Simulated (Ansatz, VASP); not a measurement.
# SnSe in VASP and in Ansatz

```
CELL_PARAMETERS angstrom
0.00000 3.04961 3.04961
3.04961 0.00000 3.04961
3.04961 3.04961 0.00000
ATOMIC_POSITIONS crystal
Sn 0.00000 0.00000 0.00000
Se 0.50000 0.50000 0.50000
```

Change from the starting cell: volume scaled by 1.04.

Alike in both runs: task single point; functional LDA; k mesh 9 × 9 × 9; occupations fermi-dirac, width 0.02 eV; no spin polarisation.

|  | VASP | Ansatz |
| --- | --- | --- |
| version | VASP 6.6.1 | Ansatz 0.2.0 |
| potentials or method | VASP PAW LDA potentials, release 64 (Sn_d, Se), cutoff 520 eV | all-electron LAPW, scalar-relativistic |

|  | VASP | Ansatz | Ansatz less VASP |
| --- | --- | --- | --- |
| pressure (GPa) | -4.8 | -4.9 | -0.07 |

LDA's correlation is that of Perdew and Zunger in VASP and of Perdew and Wang (1992) in Ansatz. Ansatz ran all-electron here, and VASP with PAW potentials.
